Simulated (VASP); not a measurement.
Set up this calculation in VASP 6.6.1, as the native input.

* Task: relaxation of cell and atoms
* Functional: r2SCAN
* Dispersion: D4
* Potentials or basis: VASP PAW PBE potentials, release 64 (Zr_sv, C)
* Cutoff: 600 eV
* k mesh: 12 × 12 × 12
* Occupations: methfessel-paxton, width 0.1 eV
* Spin: no spin polarisation
* Dipole correction: no
* Further INCAR settings: ALGO = Normal; EDIFF = 1e-07; IBRION = 2; EDIFFG = -0.01; NSW = 100; ISIF = 3

Crystal: ZrC.

```
CELL_PARAMETERS angstrom
0.00000 2.36500 2.36500
2.36500 0.00000 2.36500
2.36500 2.36500 0.00000
ATOMIC_POSITIONS crystal
Zr 0.50000 0.50000 0.50000
C 0.00000 0.00000 0.00000
```

The input as run:

POSCAR

```
ZrC
1.0
    0.0000000000      2.3650000000      2.3650000000
    2.3650000000      0.0000000000      2.3650000000
    2.3650000000      2.3650000000      0.0000000000
Zr C
1 1
Direct
    0.5000000000      0.5000000000      0.5000000000
    0.0000000000      0.0000000000      0.0000000000
```

INCAR.step1

```
PREC = Accurate
ENCUT = 600
ISMEAR = 1
SIGMA = 0.1
LREAL = False
LASPH = True
NELM = 100
GGA = PE
ALGO = Normal
EDIFF = 1E-4
LWAVE = True
LCHARG = False
```

INCAR.step2

```
PREC = Accurate
ENCUT = 600
EDIFF = 1E-7
ISMEAR = 1
SIGMA = 0.1
LREAL = False
LASPH = True
NELM = 100
ALGO = Normal
ISIF = 3
LWAVE = False
LCHARG = False
METAGGA = R2SCAN
LMIXTAU = True
IVDW = 13
VDW_S6 = 1.0
VDW_S8 = 0.6018749
VDW_A1 = 0.51559235
VDW_A2 = 5.77342911
IBRION = 2
NSW = 100
EDIFFG = -0.01
ISTART = 1
```

KPOINTS

```
Automatic mesh
0
Gamma
  12 12 12
```

Potentials or basis: VASP PAW PBE potentials, release 64 (Zr_sv, C).

The run is started by

```bash
$ cat potpaw_PBE.64/Zr_sv/POTCAR potpaw_PBE.64/C/POTCAR > POTCAR
$ cp INCAR.step1 INCAR
$ mpirun -np 1 vasp_std > vasp.out
$ cp INCAR.step2 INCAR
$ mpirun -np 1 vasp_std > vasp.out
```

Results of the run:

```
Relaxed volume                        : 13.02 Å³/atom
Relaxed cell                          : a = 3.327 Å, b = 3.327 Å, c = 3.327 Å, α = 60.00°, β = 60.00°, γ = 60.00°
Space group after relaxing (to 0.1 Å) : Fm-3m (No. 225)
Energy gained by relaxing             : 2.4 meV/atom
Ionic steps                           : 3
Pressure after relaxing               : 0.0 GPa
Band gap on the k mesh                : zero (bands 8 and 9 overlap by 1.33 eV)
Dispersion energy per atom            : -0.089 eV
```

Caveat: the PAW data sets were made with another functional, which shifts forces and pressure a little.

Wall time 8.8 min on 1 thread of Intel Xeon 8259CL (shared host), peak memory 0.2 GiB.
